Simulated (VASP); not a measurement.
# TaN (Fm-3m) in VASP: a series of runs, part 2 of 2

VASP 6.6.1. Earlier steps stand in the parts before.

## Step 4: Single point, PBE

This run uses another cell than the first one, of 11.20 Å³/atom, 1.130 times its volume.

INCAR reads:

```
SYSTEM = TaN
ALGO = Normal ; EDIFF = 1E-6
ENCUT = 520 ; GGA = PE
ISIF = 2 ; ISMEAR = 0
LASPH = .True. ; LCHARG = .False.
LREAL = .False. ; LWAVE = .False.
NBANDS = 15 ; NELM = 100
PREC = Accurate ; SIGMA = 0.15
```

KPOINTS reads:

```
k-points
0
Gamma
  20 20 20
  0 0 0
```

POSCAR reads:

```
TaN
1.0
    0.0000000000      2.2371781004      2.2371781004
    2.2371781004      0.0000000000      2.2371781004
    2.2371781004      2.2371781004      0.0000000000
Ta N
1 1
Direct
    0.5000000000      0.5000000000      0.5000000000
    0.0000000000      0.0000000000      0.0000000000
```

Potentials or basis: VASP PAW PBE potentials, release 64 (Ta_pv, N).

Run with:

```sh
$ cat potpaw_PBE.64/Ta_pv/POTCAR potpaw_PBE.64/N/POTCAR > POTCAR
$ mpirun -np 1 vasp_std > vasp.out
```

OUTCAR:

```text
SYSTEM = TaN
   EDIFF = 1E-6
   ENCUT = 520
   GGA = PE
   ISIF = 2
   ISMEAR = 0
   LASPH = .True.
   LREAL = .False.
   NELM = 100
   PREC = Accurate

 ion  position               nearest neighbor table
   1  0.500  0.500  0.500-   2 2.24   2 2.24   2 2.24   2 2.24   2 2.24   2 2.24
   2  0.000  0.000  0.000-   1 2.24   1 2.24   1 2.24   1 2.24   1 2.24   1 2.24

  LATTYP: Found a face centered cubic cell.
 ALAT       =     4.4743562008

  Lattice vectors:

 A1 = (   0.0000000000,   2.2371781004,   2.2371781004)
 A2 = (   2.2371781004,   0.0000000000,   2.2371781004)
 A3 = (   2.2371781004,   2.2371781004,   0.0000000000)

Analysis of symmetry for initial positions (statically):
=====================================================================
 Subroutine PRICEL returns:
 Original cell was already a primitive cell.

 Routine SETGRP: Setting up the symmetry group for a
 face centered cubic supercell.

 Subroutine GETGRP returns: Found 48 space group operations
[... 9 lines left out ...]

 Routine SETGRP: Setting up the symmetry group for a
 face centered cubic supercell.

 Subroutine GETGRP returns: Found 48 space group operations
[... 11 lines left out ...]
                                     Primitive cell

  volume of cell :      22.3940

  direct lattice vectors                    reciprocal lattice vectors
     0.000000000  2.237178100  2.237178100    -0.223495841  0.223495841  0.223495841
     2.237178100  0.000000000  2.237178100     0.223495841 -0.223495841  0.223495841
     2.237178100  2.237178100  0.000000000     0.223495841  0.223495841 -0.223495841

  length of vectors
     3.163847611  3.163847611  3.163847611     0.387106151  0.387106151  0.387106151

  position of ions in fractional coordinates (direct lattice)
     0.500000000  0.500000000  0.500000000
     0.000000000  0.000000000  0.000000000

  ion indices of the primitive-cell ions
   primitive index   ion index
                 1           1
                 2           2

----------------------------------------------------------------------------------------

[... 98 lines left out ...]
   LEPSILON=     F    determine dielectric tensor
   LRPA    =     F    only Hartree local field effects (RPA)
 non-spin polarized calculation
 Gauss-broadening in eV      SIGMA  =   0.15
  energy-cutoff  :      520.00
  volume of cell :       22.39
 maximum number of plane-waves:       620
   NGX = 11   NGY = 11   NGZ = 11

 number of electron      16.0000001 magnetization

 Free energy of the ion-electron system (eV)
  ---------------------------------------------------
  ext. energy  EPLUGINS =         0.00000000
  ---------------------------------------------------
  free energy    TOTEN  =       -21.80563949 eV

  energy without entropy =      -21.79660935  energy(sigma->0) =      -21.80112442

 E-fermi :   8.9551     XC(G=0): -13.1528

 val. band max:        8.9347480379   @ k =   0.4500   0.1000   0.0000
 cond. band min:       8.9711161713   @ k =  -0.4500   0.2000   0.1000
 fundamental gap:      0.0363681334
 Fermi energy:         8.9550600579

 k-point     1 :       0.0000    0.0000    0.0000
  band No.  band energies     occupation
      1     -26.9134      2.00000
      2     -26.9134      2.00000
      3     -26.9134      2.00000
      4      -9.4697      2.00000
      5       5.2906      2.00000
      6       5.2906      2.00000
      7       5.2906      2.00000
      8       6.9973      2.00000
      9       6.9973      2.00000
     10       6.9973      2.00000
     11       9.0160      0.56579
     12       9.0160      0.56579
     13      10.0539      0.00000
     14      18.3490      0.00000
[... 401 lines left out ...]
      2     -26.9913      2.00000
      3     -26.9669      2.00000
      4      -7.3234      2.00000
      5      -0.1094      2.00000
      6       2.0441      2.00000
      7       2.2310      2.00000
      8       9.2186      0.01296
      9       9.6517      0.00000
     10      10.3549      0.00000
     11      13.4334      0.00000
     12      14.4557      0.00000
     13      15.1287      0.00000
     14      20.0314      0.00000
     15      21.2247      0.00000

 [... further k-points ...]

------------------------ aborting loop because EDIFF is reached ----------------------------------------

  FORCE on cell =-STRESS in cart. coord.  units (eV):
  Direction    XX          YY          ZZ          XY          YZ          ZX
  --------------------------------------------------------------------------------------
  -------------------------------------------------------------------------------------
  Total       -1.5455852     -1.5455852     -1.5455852     -0.0000000      0.0000000      0.0000000
  in kB     -110.5787956   -110.5787956   -110.5787956     -0.0000000      0.0000000      0.0000000
  external PRESSURE =    -110.5787956 kB  Pullay stress =       0.0000000 kB

 VOLUME and BASIS-vectors are now :
 -----------------------------------------------------------------------------
  energy-cutoff  :      520.00
  volume of cell :       22.39
      direct lattice vectors                 reciprocal lattice vectors
     0.000000000  2.237178100  2.237178100    -0.223495841  0.223495841  0.223495841
     2.237178100  0.000000000  2.237178100     0.223495841 -0.223495841  0.223495841
     2.237178100  2.237178100  0.000000000     0.223495841  0.223495841 -0.223495841

 POSITION                                       TOTAL-FORCE (eV/Angst)
 -----------------------------------------------------------------------------------
      2.23718      2.23718      2.23718        -0.000000     -0.000000     -0.000000
      0.00000      0.00000      0.00000         0.000000      0.000000      0.000000
 -----------------------------------------------------------------------------------
    total drift:                                0.000000     -0.000000     -0.000000

  FREE ENERGIE OF THE ION-ELECTRON SYSTEM (eV)
  ---------------------------------------------------
  free  energy   TOTEN  =       -21.8056394870 eV

  energy  without entropy=      -21.7966093540  energy(sigma->0) =      -21.80112442
```

It took 40 s on 1 thread of Intel Xeon Platinum 8259CL at 2.50GHz (Skylake/Cascade Lake), shared host; peak memory 0.21 GiB.

Results:

```
Free energy            : -21.8056 eV
Pressure               : -11.1 GPa
Band gap on the k mesh : zero (band 8 reaches 10.71 eV, above the bottom of band 9 at 7.00 eV)
```

Caveat: spin-orbit coupling is left out, which moves the levels of the heavy elements.

## Step 5: Single point, PBE

This run uses another cell than the first one, of 11.63 Å³/atom, 1.174 times its volume.

INCAR reads:

```
SYSTEM = TaN
PREC = Accurate
ENCUT = 520
EDIFF = 1E-6
ISMEAR = 0
SIGMA = 0.15
LREAL = .FALSE.
LASPH = .TRUE.
NELM = 80
ALGO = Normal
ISIF = 2
LWAVE = .FALSE.
LCHARG = .TRUE.
GGA = PE
LELF = .TRUE.
LVHAR = .TRUE.
NBANDS = 15
```

KPOINTS reads:

```
Automatic mesh
0
G
  20 20 20
  0 0 0
```

POSCAR reads:

```
TaN
1.0
    0.0000000000      2.2655222982      2.2655222982
    2.2655222982      0.0000000000      2.2655222982
    2.2655222982      2.2655222982      0.0000000000
Ta N
1 1
Direct
    0.5000000000      0.5000000000      0.5000000000
    0.0000000000      0.0000000000      0.0000000000
```

Run with:

```sh
$ cat potpaw_PBE.64/Ta_pv/POTCAR potpaw_PBE.64/N/POTCAR > POTCAR
$ mpirun -np 1 vasp_std > vasp.out
```

It took 45 s on 1 thread of Intel Xeon Platinum 8259CL at 2.50GHz (Skylake/Cascade Lake), shared host; peak memory 0.21 GiB.

It converged, with:

```
Free energy            : -21.7198 eV
Pressure               : -20.7 GPa
Band gap on the k mesh : zero (band 8 reaches 10.18 eV, above the bottom of band 9 at 6.68 eV)
```

Levels at points of the mesh, in eV from the Fermi level:
```csv
k point,band 4,band 5,band 6,band 7,band 8,band 9,band 10,band 11,band 12,band 13
"(0.00, 0.00, 0.00)",-18.11,-3.55,-3.55,-3.55,-1.86,-1.86,-1.86,0.05,0.05,0.81
"(0.50, 0.00, 0.00)",-15.59,-9.63,-6.93,-6.93,1.65,1.65,1.73,3.56,6.64,6.64
"(0.50, 0.50, 0.00)",-16.91,-6.40,-4.86,-4.40,-4.40,1.85,3.07,3.07,3.66,5.86
```

Caveat: spin-orbit coupling is left out, which moves the levels of the heavy elements.

## Step 6: Overview

| cell | gap on the mesh (eV) | pressure (GPa) |
| --- | --- | --- |
| a = 3.037 Å, angles 60.0°, 2 atoms | none | 34.5 |
| a = 3.081 Å, angles 60.0°, 2 atoms | none | 15.9 |
| a = 3.164 Å, angles 60.0°, 2 atoms | none | -11.1 |
| a = 3.204 Å, angles 60.0°, 2 atoms | none | -20.7 |

Alike in all rows: task single point; level PBE; potentials or basis VASP PAW PBE potentials, release 64 (Ta_pv, N); no spin polarisation; k mesh 20 × 20 × 20; cutoff (eV) 520; smearing gaussian 0.15 eV.

Caveats: spin-orbit coupling is left out, which moves the levels of the heavy elements.

Absolute energies hang on the potentials; compare differences alone.
